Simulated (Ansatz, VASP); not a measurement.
# CdF2 in VASP and in Ansatz

```
Cd F
1.0
     0.00000    2.55194    2.55194
     2.55194    0.00000    2.55194
     2.55194    2.55194    0.00000
Cd F
1 2
Direct
  0.00000 0.00000 0.00000
  0.25000 0.25000 0.25000
  0.75000 0.75000 0.75000
```

Change from the starting cell: volume scaled by 0.85, LAPW.

Alike in both runs: task single point; functional LDA; k mesh 9 × 9 × 9; occupations fermi-dirac, width 0.03 eV; no spin polarisation.

```csv
,VASP,Ansatz
version,VASP 6.6.1,Ansatz 0.2.0
potentials or method,"VASP PAW LDA potentials, release 64 (Cd, F), cutoff 520 eV","all-electron LAPW, scalar-relativistic"
```

VASP gave:

- gap on the k mesh at the Fermi level (eV): 3.41
- pressure (GPa): 20.9

Estimate Ansatz's values.

gap on the k mesh at the Fermi level (eV): 3.41; pressure (GPa): 18.7.

LDA's correlation is that of Perdew and Zunger in VASP and of Perdew and Wang (1992) in Ansatz. Ansatz ran all-electron here, and VASP with PAW potentials.
